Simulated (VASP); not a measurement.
Ti:

```
CELL_PARAMETERS angstrom
0.00000 1.98891 1.98891
1.98891 0.00000 1.98891
1.98891 1.98891 0.00000
ATOMIC_POSITIONS crystal
Ti 0.00000 0.00000 0.00000
```

This isn't the form of Ti at room conditions, which is hcp.

Base run:

- Program: VASP 6.6.1
- Functional: LDA
- Potentials or basis: VASP PAW LDA potentials, release 64 (Ti_sv)
- Cutoff: 500 eV
- k mesh: 15 × 15 × 15
- Occupations: fermi-dirac, width 0.05 eV
- Spin: no spin polarisation

Its results: band gap on the k mesh zero (bands 6 and 7 overlap by 1.23 eV); pressure 2.1 GPa.

Question: The run is repeated on the same cell with these changes: cutoff from 500 eV to 400 eV; further incar settings from ALGO = Normal; EDIFF = 1e-06; NBANDS = 12 to ALGO = Normal; EDIFF = 1e-08; NBANDS = 12. What comes out?

Answer: Band gap on the k mesh zero (bands 6 and 7 overlap by 1.23 eV); pressure 1.4 GPa.
